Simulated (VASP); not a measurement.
Input of a VASP 6.6.1 run:

INCAR

```
PREC = Accurate ; ENCUT = 520
EDIFF = 1E-6 ; ISMEAR = 0
SIGMA = 0.1 ; LREAL = F
LASPH = T ; NELM = 100
ALGO = Normal ; ISIF = 2
LWAVE = F ; LCHARG = T
LDIPOL = T ; IDIPOL = 3
DIPOL = 0.5 0.5 0.350 ; GGA = PE
LELF = T ; LVHAR = T
LVACPOTAV = T ; NBANDS = 35
```

Contents of KPOINTS:

```
regular mesh
0
Gamma
  9 7 1
```

POSCAR

```
Ti4S
1.0
    2.9075446931      0.0000000000      0.0000000000
    0.0000000000      4.1118891382      0.0000000000
    0.0000000000      0.0000000000     19.6535692527
Ti S
4 1
Direct
    0.5000000000      0.5000000000      0.2035253723
    0.0000000000      0.0000000000      0.2774952618
    0.5000000000      0.5000000000      0.3439484692
    0.0000000000      0.0000000000      0.4148645545
    0.3333333333      0.1000000000      0.5106385704
```

Potentials or basis: VASP PAW PBE potentials, release 64 (Ti_sv, S).

Launch:

```sh
$ cat potpaw_PBE.64/Ti_sv/POTCAR potpaw_PBE.64/S/POTCAR > POTCAR
$ mpirun -np 1 vasp_std > vasp.out
```

Predict the band gap on the k mesh.

zero (band 27 reaches 0.58 eV, above the bottom of band 28 at -0.07 eV).

Predict the largest force.

1.292 eV/Å.

Forces in eV/Å, atoms in the order of the input:
```
Ti  -0.022  0.028  0.388
Ti   0.030 -0.067 -0.325
Ti  -0.002 -0.075 -0.854
Ti  -1.033  0.002  0.776
S    1.027  0.112  0.014
```
